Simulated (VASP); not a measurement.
# HfO2 (Fm-3m) in VASP: notebook

HfO2 is run at these levels: PBEsol+D4; tasks: single point.

Everything below comes from runs of VASP 6.6.1. Logs are shortened: lines on timing, memory, paths and dates and some standing lists are left out, and cuts for length are marked.

### Step 1. The cell of the first run

It takes space group Fm-3m (No. 225, cubic). The conventional cell has a = 5.115 Å, b = 5.115 Å, c = 5.115 Å, α = 90.00°, β = 90.00°, γ = 90.00°. Within 2.9 Å of Hf (site symmetry m-3m) lie 8 O at 2.21 Å. Within 2.9 Å of O (site symmetry -43m) lie 4 Hf at 2.21 Å and 6 O at 2.56 Å.

### Step 2. Single point, PBEsol+D4

Contents of INCAR:

```
SYSTEM = HfO2
PREC = Accurate
ENCUT = 520
EDIFF = 1E-6
ISMEAR = 0
SIGMA = 0.01
LREAL = .FALSE.
LASPH = .TRUE.
NELM = 100
ALGO = Normal
ISIF = 2
LWAVE = .FALSE.
LCHARG = .FALSE.
GGA = PS
IVDW = 13
NBANDS = 18
```

Contents of KPOINTS:

```
regular mesh
0
G
  8 8 8
  0 0 0
```

Contents of POSCAR:

```
HfO2
1.0
    0.0000000000      2.5575000000      2.5575000000
    2.5575000000      0.0000000000      2.5575000000
    2.5575000000      2.5575000000      0.0000000000
Hf O
1 2
Direct
    0.0000000000      0.0000000000      0.0000000000
    0.2500000000      0.2500000000      0.2500000000
    0.7500000000      0.7500000000      0.7500000000
```

Potentials or basis: VASP PAW PBE potentials, release 64 (Hf_pv, O).

Started as:

```bash
cat potpaw_PBE.64/Hf_pv/POTCAR potpaw_PBE.64/O/POTCAR > POTCAR
mpirun -np 1 vasp_std > vasp.out
```

OUTCAR:

```text
SYSTEM = HfO2
   PREC = Accurate
   ENCUT = 520
   EDIFF = 1E-6
   ISMEAR = 0
   LREAL = .FALSE.
   LASPH = .TRUE.
   NELM = 100
   ISIF = 2
   GGA = PS
   IVDW = 13

 ion  position               nearest neighbor table
   1  0.000  0.000  0.000-   3 2.21   3 2.21   3 2.21   2 2.21   3 2.21   2 2.21   2 2.21   2 2.21

   2  0.250  0.250  0.250-   1 2.21   1 2.21   1 2.21   1 2.21
   3  0.750  0.750  0.750-   1 2.21   1 2.21   1 2.21   1 2.21

  LATTYP: Found a face centered cubic cell.
 ALAT       =     5.1150000000

  Lattice vectors:

 A1 = (   0.0000000000,   2.5575000000,   2.5575000000)
 A2 = (   2.5575000000,   0.0000000000,   2.5575000000)
 A3 = (   2.5575000000,   2.5575000000,   0.0000000000)

Analysis of symmetry for initial positions (statically):
=====================================================================
 Subroutine PRICEL returns:
 Original cell was already a primitive cell.

 Routine SETGRP: Setting up the symmetry group for a
 face centered cubic supercell.

 Subroutine GETGRP returns: Found 48 space group operations
 (whereof 48 operations were pure point group operations)
 out of a pool of 48 trial point group operations.

The static configuration has the point symmetry O_h .

Analysis of symmetry for dynamics (positions and initial velocities):
=====================================================================
 Subroutine PRICEL returns:
 Original cell was already a primitive cell.

 Routine SETGRP: Setting up the symmetry group for a
 face centered cubic supercell.

 Subroutine GETGRP returns: Found 48 space group operations
 (whereof 48 operations were pure point group operations)
 out of a pool of 48 trial point group operations.

The dynamic configuration has the point symmetry O_h .

 Subroutine INISYM returns: Found 48 space group operations
 (whereof 48 operations are pure point group operations),
 and found     1 'primitive' translations

----------------------------------------------------------------------------------------

                                     Primitive cell

  volume of cell :      33.4562

  direct lattice vectors                    reciprocal lattice vectors
     0.000000000  2.557500000  2.557500000    -0.195503421  0.195503421  0.195503421
     2.557500000  0.000000000  2.557500000     0.195503421 -0.195503421  0.195503421
     2.557500000  2.557500000  0.000000000     0.195503421  0.195503421 -0.195503421

  length of vectors
     3.616851186  3.616851186  3.616851186     0.338621859  0.338621859  0.338621859

  position of ions in fractional coordinates (direct lattice)
     0.000000000  0.000000000  0.000000000
[... 83 lines left out ...]
   NSW    =      0    number of steps for IOM
   IBRION =     -1    ionic relax: 0-MD 1-quasi-New 2-CG
   NFREE  =      0    steps in history (QN), initial steepest desc. (CG)
   ISIF   =      2    stress and relaxation
   ISYM   =      2    0-nonsym 1-usesym 2-fastsym
   POTIM  = 0.5000    time-step for ionic-motion
   TEBEG  =    0.0;   TEEND  =   0.0 temperature during run
   PSTRESS=    0.0 pullay stress
   NELECT =      22.0000    total number of electrons
   NUPDOWN=      -1.0000    fix difference up-down
   EMIN   =  10.00;   EMAX   =-10.00  energy-range for DOS
   EFERMI =   0.00;   METHOD = LEGACY
   ISMEAR =     0;   SIGMA  =   0.01  broadening in eV -4-tet -1-fermi 0-gaus
   EFERMI_NEDOS =   21; number of points for ismear=-14 and -15
   IALGO  =     38    algorithm
   IMIX   =      4    mixing-type and parameters
     AMIX     =   0.40;   BMIX     =  1.00
     AMIX_MAG =   1.60;   BMIX_MAG =  1.00
  volume/ion in A,a.u.               =      11.15        75.26
  Fermi-wavevector in a.u.,A,eV,Ry     =   1.423607  2.690227 27.574337  2.026657
  Thomas-Fermi vector in A             =   2.544186
   LORBIT       =      0    0 simple, 1 ext, 2 COOP (PROOUT), +10 PAW based schemes
   GGA     = PS    functional components
   LHFCALC =     F    Hartree Fock is set to
   AEXX    =    0.0000 exact exchange contribution
   IVDW    =    13    specifies the selected vdW correction
   LEPSILON=     F    determine dielectric tensor
   LRPA    =     F    only Hartree local field effects (RPA)
 non-spin polarized calculation
 Gauss-broadening in eV      SIGMA  =   0.01
  energy-cutoff  :      520.00
  volume of cell :       33.46
 maximum number of plane-waves:       934
   NGX = 13   NGY = 13   NGZ = 13

 number of electron      21.9999993 magnetization

 Free energy of the ion-electron system (eV)
  ---------------------------------------------------
  ext. energy  EPLUGINS =         0.00000000
  ---------------------------------------------------
  free energy    TOTEN  =       -31.55857038 eV

  energy without entropy =      -31.55857038  energy(sigma->0) =      -31.55857038

 E-fermi :   4.0368     XC(G=0): -11.9636

 val. band max:        3.9063275463   @ k =   0.5000   0.5000   0.0000
 cond. band min:       7.5091541773   @ k =   0.5000   0.5000   0.0000
 fundamental gap:      3.6028266310
 Fermi energy:         4.0367958647

 k-point     1 :       0.0000    0.0000    0.0000
  band No.  band energies     occupation
      1     -25.8404      2.00000
      2     -25.8404      2.00000
      3     -25.8404      2.00000
      4     -14.6159      2.00000
      5     -11.6496      2.00000
      6      -1.3323      2.00000
[... 481 lines left out ...]
      5     -12.5469      2.00000
      6      -0.8632      2.00000
[... 10 lines left out ...]
     17      14.5436      0.00000
     18      16.4297      0.00000

 [... further k-points ...]

------------------------ aborting loop because EDIFF is reached ----------------------------------------

  DFT-D4 for vdW energy calculation

  Edisp (eV):   -0.32354

  FORCE on cell =-STRESS in cart. coord.  units (eV):
  Direction    XX          YY          ZZ          XY          YZ          ZX
  --------------------------------------------------------------------------------------
  -------------------------------------------------------------------------------------
  Total      -3.18410    -3.18410    -3.18410    -0.00000     0.00000    -0.00000
  in kB    -152.48271  -152.48271  -152.48271    -0.00000     0.00000    -0.00000
  external pressure =     -152.48 kB  Pullay stress =        0.00 kB

 VOLUME and BASIS-vectors are now :
 -----------------------------------------------------------------------------
  energy-cutoff  :      520.00
  volume of cell :       33.46
      direct lattice vectors                 reciprocal lattice vectors
     0.000000000  2.557500000  2.557500000    -0.195503421  0.195503421  0.195503421
     2.557500000  0.000000000  2.557500000     0.195503421 -0.195503421  0.195503421
     2.557500000  2.557500000  0.000000000     0.195503421  0.195503421 -0.195503421

 POSITION                                       TOTAL-FORCE (eV/Angst)
 -----------------------------------------------------------------------------------
      0.00000      0.00000      0.00000        -0.000000     -0.000000      0.000000
      1.27875      1.27875      1.27875        -0.000000      0.000000     -0.000000
      3.83625      3.83625      3.83625         0.000000      0.000000     -0.000000
 -----------------------------------------------------------------------------------
    total drift:                                0.000000      0.000000      0.000000

  FREE ENERGIE OF THE ION-ELECTRON SYSTEM (eV)
  ---------------------------------------------------
  free  energy   TOTEN  =       -31.8821105318 eV

  energy  without entropy=      -31.8821105318  energy(sigma->0) =      -31.88211053
```

OSZICAR:

```text
N       E                     dE             d eps       ncg     rms          rms(c)
DAV:   1     0.886460856201E+02    0.88646E+02   -0.12817E+04  1044   0.121E+03
DAV:   2    -0.326197462064E+02   -0.12127E+03   -0.11805E+03  1336   0.287E+02
DAV:   3    -0.368415027095E+02   -0.42218E+01   -0.42069E+01  1216   0.463E+01
DAV:   4    -0.368644553385E+02   -0.22953E-01   -0.22948E-01  1270   0.388E+00
DAV:   5    -0.368646016440E+02   -0.14631E-03   -0.14630E-03  1188   0.289E-01    0.464E+01
DAV:   6    -0.317579858304E+02    0.51066E+01   -0.18587E+01  1068   0.302E+01    0.404E+01
DAV:   7    -0.316167625744E+02    0.14122E+00   -0.67477E-01  1196   0.673E+00    0.281E+01
DAV:   8    -0.315831804045E+02    0.33582E-01   -0.32816E-01  1132   0.505E+00    0.898E+00
DAV:   9    -0.315586077341E+02    0.24573E-01   -0.69673E-02  1112   0.223E+00    0.285E+00
DAV:  10    -0.315585666292E+02    0.41105E-04   -0.31144E-03  1204   0.419E-01    0.137E-01
DAV:  11    -0.315585655903E+02    0.10389E-05   -0.16269E-04  1140   0.104E-01    0.179E-01
DAV:  12    -0.315585699643E+02   -0.43740E-05   -0.19003E-05  1162   0.305E-02    0.118E-02
DAV:  13    -0.315585703821E+02   -0.41780E-06   -0.61813E-07   932   0.610E-03
   1 F= -.31882111E+02 E0= -.31882111E+02  d E =-.392417E-78
```

stdout:

```text
POSCAR found type information on POSCAR HfO
 POSCAR found :  2 types and       3 ions
 scaLAPACK will be used
 -----------------------------------------------------------------------------
|                                                                             |
|                                                                             |
|     You enforced a specific xc type in the INCAR file but a different       |
|     I HOPE YOU KNOW WHAT YOU ARE DOING!                                     |
|                                                                             |
 -----------------------------------------------------------------------------

 LDA part: xc-table for (Slater+PW92), standard interpolation
 POSCAR, INCAR and KPOINTS ok, starting setup
 FFT: planning ... GRIDC
 FFT: planning ... GRID_SOFT
 FFT: planning ... GRID
 WAVECAR not read
 entering main loop
```

It took 11 s on 1 thread of AMD EPYC 9R45 (Zen 5), shared host; peak memory 0.13 GiB.

What came out:

```yaml
Free_energy: -31.8821 eV
Pressure: -15.2 GPa
Band_gap_on_the_k_mesh: 3.60 eV, direct
Dispersion_energy_per_atom: -0.108 eV
```

Levels at points of the mesh, in eV from the valence-band top:
```
           k point  band 7  band 8  band 9  band 10  band 11  band 12  band 13  band 14  band 15  band 16
(0.00, 0.00, 0.00)   -5.24   -5.24   -0.60    -0.60    -0.60     3.72     3.72     5.44    10.09    10.09
(0.50, 0.00, 0.00)   -4.23   -3.05   -2.72    -1.82    -1.82     4.43     4.43     6.71     8.75     9.08
(0.50, 0.50, 0.00)   -3.44   -3.44   -1.50    -1.50     0.00     3.60     5.29     6.36     7.90     7.90
```

Caveat: the PAW data sets were made with another functional, which shifts forces and pressure a little; spin-orbit coupling is left out, which moves the levels of the heavy elements. A k mesh can miss the band edges.

### Step 3. Single point, PBEsol+D4, non-collinear spin, zero start, spin-orbit coupling

Contents of INCAR:

```
SYSTEM = HfO2
PREC = Accurate
ENCUT = 520
EDIFF = 1E-6
ISMEAR = 0
SIGMA = 0.01
LREAL = .False.
LASPH = .True.
NELM = 150
ALGO = Normal
ISIF = 2
LWAVE = .False.
LCHARG = .False.
LNONCOLLINEAR = .True.
MAGMOM = 0 0 0 0 0 0 0 0 0
LORBIT = 11
LSORBIT = .True.
GGA_COMPAT = .False.
LORBMOM = .True.
LMAXMIX = 4
GGA = PS
IVDW = 13
NBANDS = 35
```

Contents of KPOINTS:

```
regular mesh
0
Gamma
  8 8 8
  0 0 0
```

POSCAR is that of step 2.

Potentials or basis: VASP PAW PBE potentials, release 64 (Hf_pv, O).

Started as:

```bash
cat potpaw_PBE.64/Hf_pv/POTCAR potpaw_PBE.64/O/POTCAR > POTCAR
mpirun -np 1 vasp_ncl > vasp.out
```

Run time: 51 s. Hardware: 1 thread of AMD EPYC 9R45 (Zen 5), shared host; peak memory 0.24 GiB.

The run converged. Its results:

- Free energy: -32.5093 eV
- Pressure: -15.1 GPa
- Net moment: 0.00 μB per cell
- Valence electrons inside the program's atomic spheres: Hf 8.23; O 5.07
- Dispersion energy per atom: -0.108 eV

Moments on the atoms (μB; x, y, z):
```
Hf  0.00 0.00 0.00
O   0.00 0.00 0.00
O   0.00 0.00 0.00
```

Caveat: the PAW data sets were made with another functional, which shifts forces and pressure a little.
